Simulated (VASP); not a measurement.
TiO:

```
Ti O
1.0
     0.00000    2.23158    2.23158
     2.23158    0.00000    2.23158
     2.23158    2.23158    0.00000
Ti O
1 1
Direct
  0.00000 0.00000 0.00000
  0.25000 0.25000 0.25000
```

```yaml
Program: VASP 6.6.1
Task: relaxation of cell and atoms
Functional: PBEsol
Potentials_or_basis: VASP PAW PBE potentials, release 64 (Ti_sv, O)
Cutoff: 600 eV
k_mesh: 8 × 8 × 8
Occupations: gaussian, width 0.1 eV
Spin: collinear spin, ferromagnetic start
Starting_moments: "[0.11, 0.0] μB"
```

At the start: pressure 17.9 GPa; volume 11.11 Å³/atom.

Question: How do energy, volume and symmetry change on relaxing?

Answer: Over 3 steps the energy falls by 48.3 meV/atom and the volume is 12.06 Å³/atom (+8.5 %); space group F-43m (No. 216, to 0.05 Å); moment 0.00 μB per cell.

The path:
```
step  energy change (eV)  largest force (eV/Å)  pressure (GPa)  volume (Å³)
   1              0.0000                0.0000           17.87        22.23
   2              0.0189                0.0000          -14.35        26.46
   3             -0.0966                0.0000           -0.26        24.12
```

Final structure:
```xyz
2
Lattice="0.0000 2.2932 2.2932 2.2932 0.0000 2.2932 2.2932 2.2932 0.0000" Properties=species:S:1:pos:R:3 pbc="T T T"
Ti    0.0000    0.0000    0.0000
O     1.1466    1.1466    1.1466
```

Caveat: the PAW data sets were made with another functional, which shifts forces and pressure a little.
